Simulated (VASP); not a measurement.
Wanted: the native input for a VASP 6.6.1 run.

* Task: relaxation of cell and atoms
* Functional: PBE
* Potentials or basis: VASP PAW PBE potentials, release 64 (Ho_3, Au, F), 4f in core
* Cutoff: 600 eV
* k mesh: 3 × 3 × 3
* Occupations: gaussian, width 0.15 eV
* Spin: no spin polarisation
* Dipole correction: no
* Further INCAR settings: ALGO = Normal; EDIFF = 1e-07; IBRION = 2; EDIFFG = -0.08; NSW = 36; ISIF = 3

The structure of HoAuF4 lies in POSCAR:

```
HoAuF4
1.0
    2.5239262500      1.4571895000      4.1125079700
   -2.5239262500      1.4571895000      4.1125079700
    0.0000000000     -2.9143790000      4.1125079700
Ho Au F
1 1 4
Direct
    0.7817926600      0.7817926600      0.7817926600
    0.5736588100      0.5736588100      0.5736588100
    0.2208422000      0.7509339400      0.2208422000
    0.2208422000      0.2208422000      0.7509339400
    0.7509339400      0.2208422000      0.2208422000
    0.1961526100      0.1961526100      0.1961526100
```

The cell was generated, and may not be a known phase.

One way to write it, as run:

INCAR

```
  PREC = Accurate
  ENCUT = 600
  EDIFF = 1E-7
  ISMEAR = 0
  SIGMA = 0.15
  LREAL = False
  LASPH = True
  NELM = 200
  ALGO = Normal
  ISIF = 3
  LWAVE = False
  LCHARG = False
  GGA = PE
  IBRION = 2
  NSW = 36
  EDIFFG = -0.08
  GGA_COMPAT = False
  NELMIN = 4
  LMAXMIX = 6
```

KPOINTS

```
regular mesh
0
Gamma
  3 3 3
```

Potentials or basis: VASP PAW PBE potentials, release 64 (Ho_3, Au, F), 4f in core.

Launch:

```bash
$ cat potpaw_PBE.64/Ho_3/POTCAR potpaw_PBE.64/Au/POTCAR potpaw_PBE.64/F/POTCAR > POTCAR
$ mpirun -np 1 vasp_std > vasp.out
```

Results of the run:

The relaxed volume is 15.52 Å³/atom, the relaxed cell is a = 5.848 Å, b = 5.848 Å, c = 5.848 Å, α = 45.62°, β = 45.62°, γ = 45.62° and the space group after relaxing (to 0.1 Å) is R3m (No. 160). The energy gained by relaxing is 587.0 meV/atom. The ionic steps are 25 and the pressure after relaxing is -0.1 GPa. The largest force after relaxing is 0.039 eV/Å and the band gap on the k mesh is zero (bands 24 and 25 overlap by 0.01 eV).

Caveat: the k points lie up to 0.55 Å⁻¹ apart in the final cell; a cell axis changed by over 15 % at a fixed basis, so the end point is rough; spin-orbit coupling is left out, which moves the levels of the heavy elements; the 4f electrons are frozen in the core, so they carry no moment and show no levels; the run has no spin polarisation, though such a crystal can be magnetic; the relaxation stopped at a loose force limit of 0.08 eV/Å, so its end isn't a converged minimum.

It took 7.1 min on 1 thread of Intel(R) Xeon(R) Platinum 8559C (Emerald Rapids) (shared host), peak memory 0.25 GiB.
